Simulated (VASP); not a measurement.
# C (Cmme) in VASP: vibrations by perturbation theory with LDA

Aim: the vibrations by perturbation theory of C with LDA.

Everything below comes from runs of VASP 6.6.1. Logs are shortened: lines on timing, memory, paths and dates and some standing lists are left out, and cuts for length are marked.

## (1) The cell of the first run

Symmetry: Cmme, No. 67, orthorhombic system. The conventional cell has a = 2.456 Å, b = 4.254 Å, c = 7.173 Å, α = 90.00°, β = 90.00°, γ = 90.00°. Within 1.9 Å of C (site symmetry m) lie 3 C at 1.42 Å.

## (2) Vibrations by perturbation theory, LDA

The input, INCAR:

```
SYSTEM = C
PREC = Accurate
ENCUT = 520
EDIFF = 1E-8
ISMEAR = -1
SIGMA = 0.15
LREAL = .FALSE.
LASPH = .TRUE.
NELM = 80
ALGO = Normal
ISIF = 2
LWAVE = .FALSE.
LCHARG = .FALSE.
GGA = CA
NBANDS = 16
IBRION = 8
NSW = 1
```

The input, KPOINTS:

```
Automatic mesh
0
G
  14 14 4
  0 0 0
```

The input, POSCAR:

```
C
1.0
    1.2280500000     -2.1270600000      0.0000000000
    1.2280500000      2.1270600000      0.0000000000
    0.0000000000      0.0000000000      7.1732700000
C
4
Direct
    0.0833800000      0.9166200000      0.7531400000
    0.5833800000      0.4166200000      0.2468600000
    0.9166200000      0.0833800000      0.2468600000
    0.4166200000      0.5833800000      0.7531400000
```

Potentials or basis: VASP PAW LDA potentials, release 64 (C).

Started as:

```bash
$ cat potpaw_LDA.64/C/POTCAR > POTCAR
$ mpirun -np 1 vasp_std > vasp.out
```

OUTCAR:

```text
SYSTEM = C
   PREC = Accurate
   ENCUT = 520
   EDIFF = 1E-8
   ISMEAR = -1
   LREAL = .FALSE.
   LASPH = .TRUE.
   NELM = 80
   ISIF = 2
   GGA = CA
   IBRION = 8
   NSW = 1

 ion  position               nearest neighbor table
   1  0.083  0.917  0.753-   4 1.42   4 1.42   4 1.42
   2  0.583  0.417  0.247-   3 1.42   3 1.42   3 1.42
   3  0.917  0.083  0.247-   2 1.42   2 1.42   2 1.42
   4  0.417  0.583  0.753-   1 1.42   1 1.42   1 1.42

  LATTYP: Found a hexagonal cell.
 ALAT       =     2.4561129954
 C/A-ratio  =     2.9205781711

  Lattice vectors:

 A1 = (   1.2280500000,  -2.1270600000,   0.0000000000)
 A2 = (   1.2280500000,   2.1270600000,   0.0000000000)
 A3 = (   0.0000000000,   0.0000000000,   7.1732700000)

Analysis of symmetry for initial positions (statically):
=====================================================================
 Subroutine PRICEL returns:
 Original cell was already a primitive cell.

 Routine SETGRP: Setting up the symmetry group for a
 hexagonal supercell.

 Subroutine GETGRP returns: Found  8 space group operations
 (whereof  4 operations were pure point group operations)
 out of a pool of 24 trial point group operations.

The static configuration has the point symmetry C_2h.
 The point group associated with its full space group is D_2h.

Analysis of symmetry for dynamics (positions and initial velocities):
=====================================================================
 Subroutine PRICEL returns:
 Original cell was already a primitive cell.

 Routine SETGRP: Setting up the symmetry group for a
 hexagonal supercell.

 Subroutine GETGRP returns: Found  8 space group operations
 (whereof  4 operations were pure point group operations)
 out of a pool of 24 trial point group operations.

The dynamic configuration has the point symmetry C_2h.
 The point group associated with its full space group is D_2h.

 Subroutine INISYM returns: Found  8 space group operations
 (whereof  4 operations are pure point group operations),
 and found     1 'primitive' translations

----------------------------------------------------------------------------------------

                                     Primitive cell

  volume of cell :      37.4751

  direct lattice vectors                    reciprocal lattice vectors
     1.228050000 -2.127060000  0.000000000     0.407149546 -0.235066242  0.000000000
     1.228050000  2.127060000  0.000000000     0.407149546  0.235066242  0.000000000
     0.000000000  0.000000000  7.173270000     0.000000000  0.000000000  0.139406435

  length of vectors
     2.456112995  2.456112995  7.173270000     0.470134971  0.470134971  0.139406435

  position of ions in fractional coordinates (direct lattice)
     0.083380000  0.916620000  0.753140000
     0.583380000  0.416620000  0.246860000
     0.916620000  0.083380000  0.246860000
     0.416620000  0.583380000  0.753140000

  ion indices of the primitive-cell ions
   primitive index   ion index
                 1           1
[... 129 lines left out ...]
 Fermi energy:         4.0816239821

 k-point     1 :       0.0000    0.0000    0.0000
  band No.  band energies     occupation
      1     -15.4269      2.00000
      2     -15.2374      2.00000
      3      -4.3646      2.00000
      4      -2.9061      2.00000
      5       1.0196      2.00000
      6       1.0256      2.00000
[... 433 lines left out ...]
      3      -5.1776      2.00000
      4      -5.1019      2.00000
      5      -2.0361      2.00000
      6      -2.0137      2.00000
[... 8 lines left out ...]
     15      18.2101      0.00000
     16      18.9325      0.00000

 [... further k-points ...]

------------------------ aborting loop because EDIFF is reached ----------------------------------------

  FORCE on cell =-STRESS in cart. coord.  units (eV):
  Direction    XX          YY          ZZ          XY          YZ          ZX
  --------------------------------------------------------------------------------------
  -------------------------------------------------------------------------------------
  Total       -0.9709980     -0.9743755     -0.2818056      0.0000000      0.0000000      0.0000000
  in kB      -41.5131747    -41.6575721    -12.0480616      0.0000000      0.0000000      0.0000000
  external PRESSURE =     -31.7396028 kB  Pullay stress =       0.0000000 kB

 VOLUME and BASIS-vectors are now :
 -----------------------------------------------------------------------------
  energy-cutoff  :      520.00
  volume of cell :       37.48
      direct lattice vectors                 reciprocal lattice vectors
     1.228050000 -2.127060000  0.000000000     0.407149546 -0.235066242  0.000000000
     1.228050000  2.127060000  0.000000000     0.407149546  0.235066242  0.000000000
     0.000000000  0.000000000  7.173270000     0.000000000  0.000000000  0.139406435

 POSITION                                       TOTAL-FORCE (eV/Angst)
 -----------------------------------------------------------------------------------
      1.22805      1.77235      5.40248         0.000000      0.032656     -0.003283
      1.22805     -0.35471      1.77079         0.000000      0.032656      0.003283
      1.22805     -1.77235      1.77079         0.000000     -0.032656      0.003283
      1.22805      0.35471      5.40248         0.000000     -0.032656     -0.003283
 -----------------------------------------------------------------------------------
    total drift:                                0.000000     -0.000000     -0.000000

  FREE ENERGIE OF THE ION-ELECTRON SYSTEM (eV)
  ---------------------------------------------------
  free  energy   TOTEN  =       -40.4306857402 eV

  energy  without entropy=      -40.4266946559  energy(sigma->0) =      -40.42869020

[... ionic steps 2 to 3 ...]

--------------------------------------- Ionic step        4  -------------------------------------------

------------------------ aborting loop because EDIFF is reached ----------------------------------------

--------------------------------------- Ionic step        5  -------------------------------------------

------------------------ aborting loop because EDIFF is reached ----------------------------------------

--------------------------------------- Ionic step        6  -------------------------------------------

 Free energy of the ion-electron system (eV)
  ---------------------------------------------------
  ---------------------------------------------------
  free energy    TOTEN  =        -0.13806156 eV

  energy without entropy =       -0.13806147

------------------------ aborting loop because EDIFF is reached ----------------------------------------

 INTERNAL STRAIN TENSOR  FOR ION    1  DIRECTION 3   (eV/Angst):
 -----------------------------------------------------------------------------
    -0.03579  0.00000  0.00000
     0.00000  0.02494 -0.03253
     0.00000 -0.03274  0.08374

 INTERNAL STRAIN TENSOR FOR ION    4 for displacements in x,y,z  (eV/Angst):
          X           Y           Z          XY          YZ          ZX
  --------------------------------------------------------------------------------
  x     0.00000     0.00000     0.00000   -11.78349     0.00000     0.01301
  y   -12.07159    12.20515     0.06421     0.00000    -0.00254     0.00000
  z    -0.03579     0.02494     0.08374     0.00000     0.03274     0.00000

 SECOND DERIVATIVES (NOT SYMMETRIZED)
 ------------------------------------
               1X          1Y          1Z          2X          2Y          2Z          3X          3Y          3Z          4X          4Y          4Z
  1X   -54.997236    0.000000    0.000000    0.260558    0.000000    0.000000   -0.234986    0.000000    0.000000   54.971663    0.000000    0.000000
  1Y     0.000000  -54.966897    0.001463    0.000000    0.112318   -0.002189    0.000000   -0.140359   -0.001763    0.000000   54.994938    0.002489
  1Z     0.000000    0.004278  -17.510014    0.000000   -0.000418    0.066059    0.000000   -0.002129    0.011091    0.000000   -0.001731   17.432865
  2X     0.260558    0.000000    0.000000  -54.997236    0.000000    0.000000   54.971663    0.000000    0.000000   -0.234986    0.000000    0.000000
  2Y     0.000000    0.112318    0.002189    0.000000  -54.966897   -0.001463    0.000000   54.994938   -0.002489    0.000000   -0.140359    0.001763
  2Z     0.000000    0.000418    0.066059    0.000000   -0.004278  -17.510014    0.000000    0.001731   17.432865    0.000000    0.002129    0.011091
  3X    -0.234986    0.000000    0.000000   54.971663    0.000000    0.000000  -54.997236    0.000000    0.000000    0.260558    0.000000    0.000000
  3Y     0.000000   -0.140359   -0.001763    0.000000   54.994938    0.002489    0.000000  -54.966897    0.001463    0.000000    0.112318   -0.002189
  3Z     0.000000   -0.002129    0.011091    0.000000   -0.001731   17.432865    0.000000    0.004278  -17.510014    0.000000   -0.000418    0.066059
  4X    54.971663    0.000000    0.000000   -0.234986    0.000000    0.000000    0.260558    0.000000    0.000000  -54.997236    0.000000    0.000000
  4Y     0.000000   54.994938   -0.002489    0.000000   -0.140359    0.001763    0.000000    0.112318    0.002189    0.000000  -54.966897   -0.001463
  4Z     0.000000    0.001731   17.432865    0.000000    0.002129    0.011091    0.000000    0.000418    0.066059    0.000000   -0.004278  -17.510014

 Eigenvectors and eigenvalues of the dynamical matrix
 ----------------------------------------------------

   1 f  =   47.410266 THz   297.887489 2PiTHz 1581.436261 cm-1   196.073019 meV
             X         Y         Z           dx          dy          dz
      1.228050  1.772351  5.402477     0.500000   -0.000000    0.000000
      1.228050 -0.354709  1.770793    -0.500000    0.000000    0.000000
      1.228050 -1.772351  1.770793     0.500000   -0.000000    0.000000
      1.228050  0.354709  5.402477    -0.500000    0.000000    0.000000
[... 71 lines left out ...]
  12 f/i=    1.068254 THz     6.712039 2PiTHz   35.633126 cm-1     4.417943 meV
             X         Y         Z           dx          dy          dz
      1.228050  1.772351  5.402477     0.000000    0.500000    0.000026
      1.228050 -0.354709  1.770793     0.000000   -0.500000    0.000026
      1.228050 -1.772351  1.770793     0.000000   -0.500000   -0.000026
      1.228050  0.354709  5.402477     0.000000    0.500000   -0.000026

--------------------------------------------------------------------------------------------------------

 ELASTIC MODULI CONTR FROM IONIC RELAXATION (kBar)
 Direction    XX          YY          ZZ          XY          YZ          ZX
 --------------------------------------------------------------------------------
 XX        -228.5032    230.5956      4.4503      0.0000     -0.0000     -0.0000
 YY         230.5956   -232.8467     -3.4552     -0.0000      0.0000      0.0000
 ZZ           4.4503     -3.4552     -7.7779     -0.0000      0.0000      0.0000
 XY           0.0000     -0.0000     -0.0000   -216.9036     -0.0000      0.0000
 YZ           0.0000      0.0000      0.0000     -0.0000     -0.0053     -0.0000
 ZX          -0.0000      0.0000      0.0000      0.0000     -0.0000     -0.5663
 --------------------------------------------------------------------------------
```

It took 6.2 min on 1 thread of Intel Xeon Platinum 8488C (Sapphire Rapids), shared host; peak memory 0.47 GiB.

What came out:

```yaml
Highest_phonon_frequency_at_Γ: 1581 cm⁻¹
Most_unstable_mode: 36i cm⁻¹
```

Phonon frequencies in cm⁻¹ (negative: imaginary):
```
              q point                                  frequencies
(0.000, 0.000, 0.000)  -36 0 0 0 34 59 889 890 1574 1576 1580 1581
```

Caveat: the cell stands under pressure or tension, which shifts response properties; some modes are imaginary.
